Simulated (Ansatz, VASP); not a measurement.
**Two plane-wave programs on Rh**

The input INCAR:

```
SYSTEM = Rh
PREC = Accurate
ENCUT = 520
EDIFF = 1E-7
ISMEAR = 0
SIGMA = 0.1
LREAL = .FALSE.
LASPH = .TRUE.
NELM = 100
ALGO = Fast
ISIF = 2
LWAVE = .FALSE.
LCHARG = .FALSE.
GGA = PE
NBANDS = 14
```

File KPOINTS:

```
Automatic mesh
0
G
  15 15 15
  0 0 0
```

POSCAR

```
Rh
1.0
    2.7081750602      0.0000000000      0.0000000000
   -1.3540875301      2.3453484000      0.0000000000
    1.3540875301      0.7817828000      2.2112156772
Rh
1
Direct
    0.0000000000      0.0000000000      0.0000000000
```

Input for Ansatz:

```yaml
crystal:
  lattice:
    - [2.7081750602, 0.0, 0.0]
    - [-1.3540875301, 2.3453484, 0.0]
    - [1.3540875301, 0.7817828, 2.2112156772]
  atoms:
    - { symbol: Rh, position: [0.0, 0.0, 0.0] }
basis:
  ecutwfc: 420
kpoints:
  mp_grid: { grid: [15, 15, 15] }
hamiltonian:
  xc: pbe
scf:
  occupations: { method: gaussian, width: 0.1 }
output:
  forces: true
  stress: true
  eigenvalues: true
  write_density: true
  write_potential: true
  elf: true
  volumetric_format: npy
```

Alike in both runs: task single point; functional PBE; k mesh 15 × 15 × 15; occupations gaussian, width 0.1 eV; no spin polarisation.

```csv
,VASP,Ansatz
version,VASP 6.6.1,Ansatz 0.2.0
potentials or method,"VASP PAW PBE potentials, release 64 (Rh_pv), cutoff 520 eV","scalar-relativistic, plane waves, PAW"
valence electrons in the cell,15,17
```

```tsv
	VASP	Ansatz	Ansatz less VASP
gap on the k mesh at the Fermi level (eV)	none	none	-
pressure (GPa)	0.0	0.0	-0.05
```

A gap of «none» marks a metal or a gap that the smearing closes. VASP's potentials hold 15 valence electrons a cell and Ansatz's 17, so a difference there can come from the potentials and not from the codes.
